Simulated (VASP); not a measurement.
Write the native input for VASP 6.6.1 that does the following.

| Quantity | Value |
| --- | --- |
| Task | single point |
| Functional | PBEsol |
| Potentials or basis | VASP PAW PBE potentials, release 64 (Pt, Se) |
| Cutoff | 520 eV |
| k mesh | 12 × 12 × 8 |
| Occupations | fermi-dirac, width 0.15 eV |
| Spin | no spin polarisation |
| Dipole correction | no |
| Further INCAR settings | ALGO = Normal; EDIFF = 1e-06; NBANDS = 18 |

The structure of PtSe2 lies in POSCAR:

```
PtSe2
1.0
    3.5946472167      0.0000000000      0.0000000000
   -1.7973236084      3.1130558073      0.0000000000
    0.0000000000      0.0000000000      4.0840597629
Pt Se
1 2
Direct
    0.0000000000      0.0000000000      0.0000000000
    0.3333333333      0.6666666667      0.2968589830
    0.6666666667      0.3333333333      0.7031410170
```

These files were run (other wordings do the same):

INCAR

```
SYSTEM = PtSe2
PREC = Accurate
ENCUT = 520
EDIFF = 1E-6
ISMEAR = -1
SIGMA = 0.15
LREAL = .False.
LASPH = .True.
NELM = 60
ALGO = Normal
ISIF = 2
LWAVE = .False.
LCHARG = .True.
GGA = PS
LELF = .True.
LVHAR = .True.
NBANDS = 18
```

KPOINTS

```
regular mesh
0
Gamma
  12 12 8
  0 0 0
```

Potentials or basis: VASP PAW PBE potentials, release 64 (Pt, Se).

The run is started by

```sh
$ cat potpaw_PBE.64/Pt/POTCAR potpaw_PBE.64/Se/POTCAR > POTCAR
$ mpirun -np 1 vasp_std > vasp.out
```

It gave:

```json
{"Pressure": "40.5 GPa", "Largest force": "0.025 eV/Å", "Band gap on the k mesh": "zero (bands 11 and 12 overlap by 0.77 eV)"}
```

Caveat: the cell stands under pressure; the PAW data sets were made with another functional, which shifts forces and pressure a little; spin-orbit coupling is left out, which moves the levels of the heavy elements.

Wall time 43 s on 1 thread of Intel(R) Xeon(R) 6975P-C (Granite Rapids) (shared host), peak memory 0.24 GiB.
